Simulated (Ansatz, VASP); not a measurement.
# Two plane-wave programs on AlSiN

INCAR

```
PREC = Accurate ; ENCUT = 600
EDIFF = 1E-6 ; ISMEAR = 0
SIGMA = 0.1 ; LREAL = F
LASPH = T ; NELM = 200
ALGO = Normal ; ISIF = 2
LWAVE = F ; LCHARG = F
ISPIN = 2 ; MAGMOM = 0 0 1
LORBIT = 11 ; GGA = PE
NBANDS = 17 ; GGA_COMPAT = F
```

Contents of KPOINTS:

```
regular mesh
0
Gamma
  6 6 4
```

Contents of POSCAR:

```
AlSiN
1.0
    2.6967560147      0.0000000000      0.0000000000
    0.0000000000      2.6967560147      0.0000000000
    0.0000000000      0.0000000000      5.2371843189
Al Si N
1 1 1
Direct
    0.0000000000      0.0000000000      0.0000000000
    0.5000000000      0.5000000000      0.5000000000
    0.5000000000      0.5000000000      0.0000000000
```

Input for Ansatz:

```yaml
crystal:
  lattice:
    - [2.6967560147, 0.0, 0.0]
    - [0.0, 2.6967560147, 0.0]
    - [0.0, 0.0, 5.2371843189]
  atoms:
    - { symbol: Al, position: [0.0, 0.0, 0.0] }
    - { symbol: Si, position: [0.5, 0.5, 0.5] }
    - { symbol: "N", position: [0.5, 0.5, 0.0], spin: 1.0 }
basis:
  ecutwfc: 420
kpoints:
  mp_grid: { grid: [6, 6, 4] }
hamiltonian:
  xc: pbe
scf:
  occupations: { method: gaussian, width: 0.1 }
  lower_state_search: "off"
output:
  forces: true
  stress: true
  eigenvalues: true
  populations: true
magnetization:
  spin_polarized: true
```

Change from the starting cell: species swapped into the TbCoC type (Pmmm, No. 47).

Alike in both runs: task single point; functional PBE; k mesh 6 × 6 × 4; occupations gaussian, width 0.1 eV; collinear spin.

```csv
,VASP,Ansatz
version,VASP 6.6.1,Ansatz 0.2.0
potentials or method,"VASP PAW PBE potentials, release 64 (Al, Si, N), cutoff 600 eV","scalar-relativistic, plane waves, PAW"
valence electrons in the cell,12,12
```

```csv
,VASP,Ansatz,Ansatz less VASP
gap on the k mesh at the Fermi level (eV),none,none,-
pressure (GPa),-0.1,0.1,+0.18
"traceless stress, the component that is largest in VASP (GPa)",1.87,1.86,-0.014
net moment per atom (μB),0.00,0.00,0.000
```

A gap of «none» marks a metal or a gap that the smearing closes. Ansatz's warnings: seeded moment not kept.

The k mesh is coarse, so the values compare programs but aren't converged.
